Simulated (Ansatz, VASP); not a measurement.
# One calculation of NaF, two programs

The input INCAR:

```
PREC = Accurate
ENCUT = 600
EDIFF = 1E-6
ISMEAR = 0
SIGMA = 0.05
LREAL = F
LASPH = T
NELM = 120
ALGO = Normal
ISIF = 2
LWAVE = F
LCHARG = F
GGA = PE
NBANDS = 14
GGA_COMPAT = F
```

File KPOINTS:

```
regular mesh
0
Gamma
  8 8 8
```

POSCAR

```
NaF
1.0
    0.0000000000      2.3233000000      2.3233000000
    2.3233000000      0.0000000000      2.3233000000
    2.3233000000      2.3233000000      0.0000000000
Na F
1 1
Direct
    0.0186378299      0.0186378299      0.0186378299
    0.5000000000      0.5000000000      0.5000000000
```

Input for Ansatz:

```yaml
crystal:
  lattice:
    - [0.0, 2.3233, 2.3233]
    - [2.3233, 0.0, 2.3233]
    - [2.3233, 2.3233, 0.0]
  atoms:
    - { symbol: Na, position: [0.0186378299, 0.0186378299, 0.0186378299] }
    - { symbol: F, position: [0.5, 0.5, 0.5] }
basis:
  ecutwfc: 420
kpoints:
  mp_grid: { grid: [8, 8, 8] }
hamiltonian:
  xc: pbe
scf:
  occupations: { method: gaussian, width: 0.05 }
output:
  forces: true
  stress: true
  eigenvalues: true
  write_density: true
  write_potential: true
  elf: true
  volumetric_format: npy
```

Change from the starting cell: all Na atoms moved +0.150 Å, as atom 1 along Cartesian [1 1 1].

Alike in both runs: task single point; functional PBE; k mesh 8 × 8 × 8; occupations gaussian, width 0.05 eV; no spin polarisation.

```csv
,VASP,Ansatz
version,VASP 6.6.1,Ansatz 0.2.0
potentials or method,"VASP PAW PBE potentials, release 64 (Na_pv, F), cutoff 600 eV","scalar-relativistic, plane waves, PAW"
valence electrons in the cell,14,16
```

Ansatz gave:

| Item | Value |
| --- | --- |
| gap on the k mesh at the Fermi level (eV) | 6.27 |
| least direct gap on the mesh (eV) | 6.27 |
| pressure (GPa) | 2.3 |
| traceless stress, the component that is largest in VASP (GPa) | -0.19 |
| rms of the force components (eV/Å) | 0.196 |

Which values does VASP return?

gap on the k mesh at the Fermi level (eV): 6.25; least direct gap on the mesh (eV): 6.25; pressure (GPa): 2.1; traceless stress, the component that is largest in VASP (GPa): -0.20; rms of the force components (eV/Å): 0.202.

Atom by atom the forces differ by 0.006 eV/Å (rms over components). With one functional, cell and mesh, what is left measures potentials, basis and numerics. VASP's potentials hold 14 valence electrons a cell and Ansatz's 16, so a difference there can come from the potentials and not from the codes.
